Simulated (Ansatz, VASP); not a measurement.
TiO2 in VASP and in Ansatz

```xyz
12
Lattice="4.5318 0.0000 0.0000 0.0000 5.5019 0.0000 0.0000 0.0000 4.9063" Properties=species:S:1:pos:R:3 pbc="T T T"
Ti    0.0000    0.9375    1.2266
Ti    2.2659    1.8134    3.6797
Ti    0.0000    4.5644    3.6797
Ti    2.2659    3.6885    1.2266
O     1.2308    2.0984    2.0322
O     1.0351    0.6525    4.4853
O     3.4967    0.6525    2.8741
O     3.3010    2.0984    0.4210
O     3.3010    3.4035    2.8741
O     3.4967    4.8494    0.4210
O     1.0351    4.8494    2.0322
O     1.2308    3.4035    4.4853
```

Alike in both runs: task electric field gradients; functional PBE; k mesh 5 × 4 × 4; occupations fermi-dirac, width 0.02 eV; no spin polarisation.

```csv
,VASP,Ansatz
version,VASP 6.6.1,Ansatz 0.2.0
potentials or method,"VASP PAW PBE potentials, release 64 (Ti_sv, O)","plane-wave PAW, scalar-relativistic"
plane-wave cutoff (eV),520,420
valence electrons in the cell,96,96
```

VASP gave:

```
gap on the k mesh at the Fermi level (eV)                     : 2.55
pressure (GPa)                                                : 6.4
traceless stress, the component that is largest in VASP (GPa) : 0.66
rms of the force components (eV/Å)                            : 0.100
size of Vzz on the site where it differs most (V/Å²)          : 26.3
```

Q: Which values does Ansatz return?

A: gap on the k mesh at the Fermi level (eV): 2.57; pressure (GPa): 5.7; traceless stress, the component that is largest in VASP (GPa): 0.71; rms of the force components (eV/Å): 0.105; size of Vzz on the site where it differs most (V/Å²): 28.6.

Atom by atom the forces differ by 0.016 eV/Å (rms over components). With one functional, cell and mesh, what is left measures potentials, basis and numerics.
